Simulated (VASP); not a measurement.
# LiCl (Fm-3m) in VASP: vibrations by perturbation theory with PBEsol

Aim: the vibrations by perturbation theory of LiCl with PBEsol.

Program: VASP 6.6.1. These are calculated values, not measurements. Logs are shortened: lines on timing, memory, paths and dates and some standing lists are left out, and cuts for length are marked.

## (1) The cell of the first run

The structure is cubic, space group Fm-3m (No. 225). Conventional cell: a = 4.910 Å, b = 4.910 Å, c = 4.910 Å, α = 90.00°, β = 90.00°, γ = 90.00°. Li (site symmetry m-3m) has 6 Cl at 2.45 Å within 3.2 Å. Cl (site symmetry m-3m) has 6 Li at 2.45 Å within 3.2 Å.

## (2) Vibrations by perturbation theory, PBEsol

Contents of INCAR:

```
PREC = Accurate
ENCUT = 520
EDIFF = 1E-8
ISMEAR = 0
SIGMA = 0.01
LREAL = False
LASPH = True
NELM = 80
ALGO = Normal
ISIF = 2
LWAVE = False
LCHARG = False
GGA = PS
NBANDS = 12
IBRION = 8
NSW = 1
```

Contents of KPOINTS:

```
Automatic mesh
0
Gamma
  8 8 8
```

Contents of POSCAR:

```
LiCl
1.0
    2.4547867640      2.4547867640      0.0000000000
   -2.4547867640      2.4547867640      0.0000000000
    0.0000000000      2.4547867640      2.4547867640
Li Cl
1 1
Direct
    0.0000000000      0.0000000000      0.0000000000
    0.5000000000      0.5000000000      0.0000000000
```

Potentials or basis: VASP PAW PBE potentials, release 64 (Li_sv, Cl).

Launch:

```
cat potpaw_PBE.64/Li_sv/POTCAR potpaw_PBE.64/Cl/POTCAR > POTCAR
mpirun -np 1 vasp_std > vasp.out
```

OUTCAR:

```text
PREC = Accurate
   ENCUT = 520
   EDIFF = 1E-8
   ISMEAR = 0
   LREAL = False
   LASPH = True
   NELM = 80
   ISIF = 2
   GGA = PS
   IBRION = 8
   NSW = 1

 ion  position               nearest neighbor table
   1  0.000  0.000  0.000-   2 2.45   2 2.45   2 2.45   2 2.45   2 2.45   2 2.45
   2  0.500  0.500  0.000-   1 2.45   1 2.45   1 2.45   1 2.45   1 2.45   1 2.45

  LATTYP: Found a face centered cubic cell.
 ALAT       =     4.9095735280

  Lattice vectors:

 A1 = (   0.0000000000,   2.4547867640,   2.4547867640)
 A2 = (   2.4547867640,   0.0000000000,   2.4547867640)
 A3 = (   2.4547867640,   2.4547867640,   0.0000000000)

Analysis of symmetry for initial positions (statically):
=====================================================================
 Subroutine PRICEL returns:
 Original cell was already a primitive cell.

 Routine SETGRP: Setting up the symmetry group for a
 face centered cubic supercell.

 Subroutine GETGRP returns: Found 48 space group operations
 (whereof 48 operations were pure point group operations)
 out of a pool of 48 trial point group operations.

The static configuration has the point symmetry O_h .

Analysis of symmetry for dynamics (positions and initial velocities):
=====================================================================
 Subroutine PRICEL returns:
 Original cell was already a primitive cell.

 Routine SETGRP: Setting up the symmetry group for a
 face centered cubic supercell.

 Subroutine GETGRP returns: Found 48 space group operations
 (whereof 48 operations were pure point group operations)
 out of a pool of 48 trial point group operations.

The dynamic configuration has the point symmetry O_h .

 Subroutine INISYM returns: Found 48 space group operations
 (whereof 48 operations are pure point group operations),
 and found     1 'primitive' translations

----------------------------------------------------------------------------------------

                                     Primitive cell

  volume of cell :      29.5850

  direct lattice vectors                    reciprocal lattice vectors
     2.454786764  2.454786764  0.000000000     0.203683679  0.203683679 -0.203683679
    -2.454786764  2.454786764  0.000000000    -0.203683679  0.203683679 -0.203683679
     0.000000000  2.454786764  2.454786764     0.000000000  0.000000000  0.407367359

  length of vectors
     3.471592734  3.471592734  3.471592734     0.352790481  0.352790481  0.407367359

  position of ions in fractional coordinates (direct lattice)
     0.000000000  0.000000000  0.000000000
     0.500000000  0.500000000  0.000000000

  ion indices of the primitive-cell ions
   primitive index   ion index
                 1           1
                 2           2

----------------------------------------------------------------------------------------

 KPOINTS: Automatic mesh

Automatic generation of k-mesh.
 Grid dimensions read from file:
 generate k-points for:    8    8    8

 Generating k-lattice:

  Cartesian coordinates                     Fractional coordinates (reciprocal lattice)
     0.025460460  0.025460460 -0.025460460     0.125000000  0.000000000  0.000000000
    -0.025460460  0.025460460 -0.025460460     0.000000000  0.125000000  0.000000000
     0.000000000  0.000000000  0.050920920     0.000000000  0.000000000  0.125000000

  Length of vectors
     0.044098810  0.044098810  0.050920920

  Shift w.r.t. Gamma in fractional coordinates (k-lattice)
     0.000000000  0.000000000  0.000000000

[... 78 lines left out ...]
   IVDW    =     0    specifies the selected vdW correction
   LEPSILON=     F    determine dielectric tensor
   LRPA    =     F    only Hartree local field effects (RPA)
 non-spin polarized calculation
 Gauss-broadening in eV      SIGMA  =   0.01
  energy-cutoff  :      520.00
  volume of cell :       29.58
 maximum number of plane-waves:       821
 NGX is ok and might be reduce to    28
   NGX = 13   NGY = 13   NGZ = 13

--------------------------------------- Ionic step        1  -------------------------------------------

 number of electron      10.0000001 magnetization

 Free energy of the ion-electron system (eV)
  ---------------------------------------------------
  ext. energy  EPLUGINS =         0.00000000
  ---------------------------------------------------
  free energy    TOTEN  =        -7.60505875 eV

  energy without entropy =       -7.60505875  energy(sigma->0) =       -7.60505875

 E-fermi :   1.7406     XC(G=0):  -9.4940

 val. band max:        1.6085440143   @ k =   0.0000   0.0000   0.0000
 cond. band min:       8.2883151080   @ k =   0.5000   0.0000   0.0000
 fundamental gap:      6.6797710937
 Fermi energy:         1.7405572732

 k-point     1 :       0.0000    0.0000    0.0000
  band No.  band energies     occupation
      1     -41.0312      2.00000
      2     -12.3049      2.00000
      3       1.6085      2.00000
      4       1.6085      2.00000
      5       1.6085      2.00000
      6       8.5688      0.00000
      7      13.5043      0.00000
      8      13.5043      0.00000
      9      13.5043      0.00000
     10      16.5405      0.00000
     11      16.5405      0.00000
     12      16.7822      0.00000
[... 331 lines left out ...]
 k-point    24 :       0.5000    0.2500    0.1250
  band No.  band energies     occupation
      1     -41.0242      2.00000
      2     -11.3606      2.00000
      3      -1.5453      2.00000
      4      -0.0624      2.00000
      5       0.8671      2.00000
      6       9.9139      0.00000
      7      11.0040      0.00000
      8      12.3426      0.00000
      9      14.0853      0.00000
     10      17.6530      0.00000
     11      18.5764      0.00000
     12      20.6290      0.00000

 [... further k-points ...]
[... 5 lines left out ...]
  --------------------------------------------------------------------------------------
  -------------------------------------------------------------------------------------
  Total        0.7248196      0.7248196      0.7248196     -0.0000000      0.0000000      0.0000000
  in kB       39.2526706     39.2526706     39.2526706     -0.0000000      0.0000000      0.0000000
  external PRESSURE =      39.2526706 kB  Pullay stress =       0.0000000 kB

 VOLUME and BASIS-vectors are now :
 -----------------------------------------------------------------------------
  energy-cutoff  :      520.00
  volume of cell :       29.58
      direct lattice vectors                 reciprocal lattice vectors
     2.454786764  2.454786764  0.000000000     0.203683679  0.203683679 -0.203683679
    -2.454786764  2.454786764  0.000000000    -0.203683679  0.203683679 -0.203683679
     0.000000000  2.454786764  2.454786764     0.000000000  0.000000000  0.407367359

 POSITION                                       TOTAL-FORCE (eV/Angst)
 -----------------------------------------------------------------------------------
      0.00000      0.00000      0.00000         0.000000     -0.000000      0.000000
      0.00000      2.45479      0.00000        -0.000000      0.000000      0.000000
 -----------------------------------------------------------------------------------
    total drift:                               -0.000000      0.000000     -0.000000

  FREE ENERGIE OF THE ION-ELECTRON SYSTEM (eV)
  ---------------------------------------------------
  free  energy   TOTEN  =        -7.6050587539 eV

  energy  without entropy=       -7.6050587539  energy(sigma->0) =       -7.60505875

[... ionic steps 2 to 3 ...]

--------------------------------------- Ionic step        4  -------------------------------------------

------------------------ aborting loop because EDIFF is reached ----------------------------------------

[... ionic steps 5 to 6 ...]

--------------------------------------- Ionic step        7  -------------------------------------------

 Free energy of the ion-electron system (eV)
  ---------------------------------------------------
  ---------------------------------------------------
  free energy    TOTEN  =        -0.18635586 eV

  energy without entropy =       -0.18635586

------------------------ aborting loop because EDIFF is reached ----------------------------------------

 INTERNAL STRAIN TENSOR  FOR ION    2  DIRECTION 1   (eV/Angst):
 -----------------------------------------------------------------------------
    -0.00093  0.00000  0.00000
    -0.00000 -0.01084  0.00000
     0.00000  0.00000 -0.01084

 INTERNAL STRAIN TENSOR FOR ION    2 for displacements in x,y,z  (eV/Angst):
          X           Y           Z          XY          YZ          ZX
  --------------------------------------------------------------------------------
  x     0.00000     0.00000     0.00000     0.00000     0.00000     0.00000
  y     0.00000     0.00000     0.00000     0.00000     0.00000     0.00000
  z     0.00000     0.00000     0.00000     0.00000     0.00000     0.00000

 SECOND DERIVATIVES (NOT SYMMETRIZED)
 ------------------------------------
               1X          1Y          1Z          2X          2Y          2Z
  1X    -1.545866   -0.000000    0.000000    1.545866    0.000000   -0.000000
  1Y     0.000000   -1.545866   -0.000000   -0.000000    1.545866    0.000000
  1Z    -0.000000   -0.000000   -1.545866    0.000000    0.000000    1.545866
  2X     1.559934    0.000000    0.000000   -1.559934    0.000000    0.000000
  2Y     0.000000    1.559934    0.000000    0.000000   -1.559934    0.000000
  2Z     0.000000    0.000000    1.559934    0.000000    0.000000   -1.559934

 Eigenvectors and eigenvalues of the dynamical matrix
 ----------------------------------------------------

   1 f  =    8.040501 THz    50.519958 2PiTHz  268.202244 cm-1    33.252825 meV
             X         Y         Z           dx          dy          dz
      0.000000  0.000000  0.000000    -0.000000    0.913050   -0.000000
      0.000000  2.454787  0.000000    -0.000000   -0.407847    0.000000
[... 21 lines left out ...]
   6 f/i=    0.013562 THz     0.085215 2PiTHz    0.452392 cm-1     0.056089 meV
             X         Y         Z           dx          dy          dz
      0.000000  0.000000  0.000000    -0.000000    0.407847   -0.000000
      0.000000  2.454787  0.000000    -0.000000    0.913050    0.000000

--------------------------------------------------------------------------------------------------------

 ELASTIC MODULI CONTR FROM IONIC RELAXATION (kBar)
 Direction    XX          YY          ZZ          XY          YZ          ZX
 --------------------------------------------------------------------------------
 XX           0.0000      0.0000      0.0000      0.0000      0.0000      0.0000
 YY           0.0000      0.0000      0.0000      0.0000      0.0000      0.0000
 ZZ           0.0000      0.0000      0.0000      0.0000      0.0000      0.0000
 XY           0.0000      0.0000      0.0000      0.0000      0.0000      0.0000
 YZ           0.0000      0.0000      0.0000      0.0000      0.0000      0.0000
 ZX           0.0000      0.0000      0.0000      0.0000      0.0000      0.0000
 --------------------------------------------------------------------------------
```

Wall time 2.5 min (1 thread of AMD EPYC 7R13 (Zen 3), shared host); peak memory 0.16 GiB.

Results:

```yaml
Highest_phonon_frequency_at_Γ_LO-TO_splitting_left_out: 268 cm⁻¹
```

Phonon frequencies in cm⁻¹ (negative: imaginary):
| q point | frequencies |
| --- | --- |
| (0.000, 0.000, 0.000) | 0 0 0 268 268 268 |

Caveat: the cell wasn't relaxed at this level first, which shifts response properties; the cutoff is under 1.25 times the usual one of these potentials, so pressure, stress and relaxed cells hold a basis-set (Pulay) error; the PAW data sets were made with another functional, which shifts forces and pressure a little.
